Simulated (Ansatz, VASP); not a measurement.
CaH2Pt: VASP beside Ansatz

File INCAR:

```
SYSTEM = CaH2Pt
ALGO = Normal
EDIFF = 1E-6
EDIFFG = -0.01
ENCUT = 600
GGA = PE
IBRION = 2
ISIF = 3
ISMEAR = 0
LASPH = .True.
LCHARG = .False.
LREAL = .False.
LWAVE = .False.
NELM = 100
NSW = 100
PREC = Accurate
SIGMA = 0.1
```

Contents of KPOINTS:

```
k-points
0
Gamma
  15 15 8
  0 0 0
```

File POSCAR:

```
CaH2Pt
1.0
    3.5685231471      0.0000000000      0.0000000000
   -1.7842615736      3.0904316994      0.0000000000
    0.0000000000      0.0000000000      5.9359967470
Ca H Pt
1 2 1
Direct
    0.0000000000      0.0000000000      0.0000000000
    0.3333333333      0.6666666667      0.0000000000
    0.6666666667      0.3333333333      0.0000000000
    0.0000000000      0.0000000000      0.5000000000
```

Input for Ansatz:

```yaml
crystal:
  lattice:
    - [3.5685231471, 0.0, 0.0]
    - [-1.7842615736, 3.0904316994, 0.0]
    - [0.0, 0.0, 5.935996747]
  atoms:
    - { symbol: Ca, position: [0.0, 0.0, 0.0] }
    - { symbol: H, position: [0.3333333333, 0.6666666667, 0.0] }
    - { symbol: H, position: [0.6666666667, 0.3333333333, 0.0] }
    - { symbol: Pt, position: [0.0, 0.0, 0.5] }
basis:
  ecutwfc: 420
kpoints:
  mp_grid: { grid: [15, 15, 8] }
hamiltonian:
  xc: pbe
scf:
  occupations: { method: gaussian, width: 0.1 }
output:
  forces: true
  stress: true
  eigenvalues: true
relax:
  adjacent_minimum: "off"
  f_tol: 0.01
  max_steps: 80
  cell: { stress_tol: 0.05 }
```

Alike in both runs: task relaxation of cell and atoms; functional PBE; k mesh 15 × 15 × 8; occupations gaussian, width 0.1 eV; no spin polarisation.

```csv
,VASP,Ansatz
version,VASP 6.6.1,Ansatz 0.2.0
potentials or method,"VASP PAW PBE potentials, release 64 (Ca_sv, H, Pt), cutoff 600 eV","scalar-relativistic, plane waves, PAW"
valence electrons in the cell,22,30
```

```csv
,VASP,Ansatz,Ansatz less VASP
"gap on the k mesh at the Fermi level, each at its own relaxed structure (eV)",none,none,-
relaxed volume (Å³/atom),16.46,16.38,-0.079
relaxed length of the cell vector where the two differ most in proportion (Å),3.569,3.561,-0.0077
```

A gap of «none» marks a metal or a gap that the smearing closes. VASP's potentials hold 22 valence electrons a cell and Ansatz's 30, so a difference there can come from the potentials and not from the codes.

Neither program's run includes spin-orbit coupling.
